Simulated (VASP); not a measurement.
## Ca: relaxation of cell and atoms with PBE

The system is Ca.

```
Ca
1.0
    -1.97391    1.97356    2.78173
     1.97391   -1.97356    2.78173
     1.97391    1.97356   -2.78173
Ca
1
Direct
  0.50000 0.50000 0.00000
```

- Program: VASP 6.6.1
- Task: relaxation of cell and atoms
- Functional: PBE
- Potentials or basis: VASP PAW PBE potentials, release 64 (Ca_sv)
- Cutoff: 600 eV
- k mesh: 14 × 14 × 14
- Occupations: gaussian, width 0.1 eV
- Spin: no spin polarisation
- Target pressure: -3 GPa
- Dipole correction: no
- Further INCAR settings: ALGO = Fast; EDIFF = 1e-07; IBRION = 2; EDIFFG = -0.008; NSW = 70; ISIF = 3

```
Relaxed volume                                             : 55.99 Å³/atom
Relaxed cell                                               : a = 4.292 Å, b = 4.292 Å, c = 4.292 Å, α = 119.91°, β = 119.92°, γ = 90.15°
Space group after relaxing (to 0.1 Å)                      : Fm-3m (No. 225)
Energy change on relaxing (the run minimises the enthalpy) : +157.3 meV/atom
Ionic steps                                                : 5
Pressure after relaxing                                    : -3.0 GPa
Band gap on the k mesh                                     : zero (bands 5 and 6 overlap by 0.55 eV)
```

The path:
```
step  energy change (eV)  largest force (eV/Å)  pressure (GPa)  volume (Å³)
   1              0.0000                0.0000           -0.42        43.35
   2              0.0322                0.0000           -1.76        47.87
   3              0.1113                0.0000           -2.72        53.41
   4              0.1452                0.0000           -2.94        55.33
   5              0.1573                0.0000           -3.00        55.99
```

Final structure:
```xyz
1
Lattice="-2.1489 2.1488 3.0311 2.1489 -2.1488 3.0311 2.1489 2.1488 -3.0311" Properties=species:S:1:pos:R:3 pbc="T T T"
Ca    0.0000    0.0000    3.0311
```

Levels at points of the mesh, in eV from the Fermi level:
```tsv
k point	band 1	band 2	band 3	band 4	band 5	band 6	band 7	band 8	band 9
(0.00, 0.00, 0.00)	-42.69	-23.63	-23.63	-23.63	-3.53	1.93	1.93	1.94	2.69
(0.50, 0.00, 0.00)	-42.69	-23.67	-23.63	-23.63	-0.91	-0.28	1.85	1.86	3.16
(0.00, 0.50, 0.00)	-42.69	-23.67	-23.63	-23.63	-0.91	-0.28	1.85	1.86	3.16
(0.50, 0.50, 0.00)	-42.69	-23.67	-23.64	-23.64	-0.26	0.57	0.65	3.16	3.28
(0.50, 0.50, 0.50)	-42.69	-23.67	-23.64	-23.64	-0.25	0.59	0.65	3.16	3.29
```

It took 46 min on 1 thread of Intel Xeon 8259CL, on a shared host, peak memory 0.35 GiB.

Caveat: the cell is relaxed towards a set pressure, so the run minimises the enthalpy, not the energy; the volume moved by over 15 % at a fixed basis, so the end points are rough.
